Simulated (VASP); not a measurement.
Input of a VASP 6.6.1 run:

File POSCAR:

```
PtS2
1.0
    3.5526392528      0.0000000000      0.0000000000
   -1.7763196264      3.0766758434      0.0000000000
    0.0000000000      0.0000000000      5.1227220331
Pt S
1 2
Direct
    0.0000000000      0.0000000000      0.0000000000
    0.6666666667      0.3333333333      0.7607402620
    0.3333333333      0.6666666667      0.2392597380
```

INCAR.step1

```
PREC = Accurate
ENCUT = 550
ISMEAR = 0
SIGMA = 0.01
LREAL = False
LASPH = True
NELM = 120
NBANDS = 18
GGA = PE
ALGO = Normal
EDIFF = 1E-5
LWAVE = True
LCHARG = False
GGA_COMPAT = False
```

Contents of INCAR.step2:

```
PREC = Accurate
ENCUT = 550
EDIFF = 1E-6
ISMEAR = 0
SIGMA = 0.01
LREAL = False
LASPH = True
NELM = 120
ALGO = Normal
ISIF = 2
LWAVE = False
LCHARG = False
METAGGA = R2SCAN
LMIXTAU = True
NBANDS = 18
ISTART = 1
GGA_COMPAT = False
```

Contents of KPOINTS:

```
Automatic mesh
0
Gamma
  12 12 6
```

Potentials or basis: VASP PAW PBE potentials, release 64 (Pt, S).

The run is started by

```bash
$ cat potpaw_PBE.64/Pt/POTCAR potpaw_PBE.64/S/POTCAR > POTCAR
$ cp INCAR.step1 INCAR
$ mpirun -np 1 vasp_std > vasp.out
$ cp INCAR.step2 INCAR
$ mpirun -np 1 vasp_std > vasp.out
```

Q: Predict the band gap on the k mesh.

A: 0.87 eV, indirect (least direct gap 1.14 eV).

Q: Estimate the largest force.

A: 0.049 eV/Å.

Q: Estimate the pressure.

A: 1.2 GPa.

Forces in eV/Å, atoms in the order of the input:
```
Pt   0.000  0.000  0.000
S    0.000  0.000  0.049
S    0.000  0.000 -0.049
```

Caveat: the PAW data sets were made with another functional, which shifts forces and pressure a little; spin-orbit coupling is left out, which moves the levels of the heavy elements. r2SCAN opens gaps a little over a GGA but as a rule still falls short of measured ones.
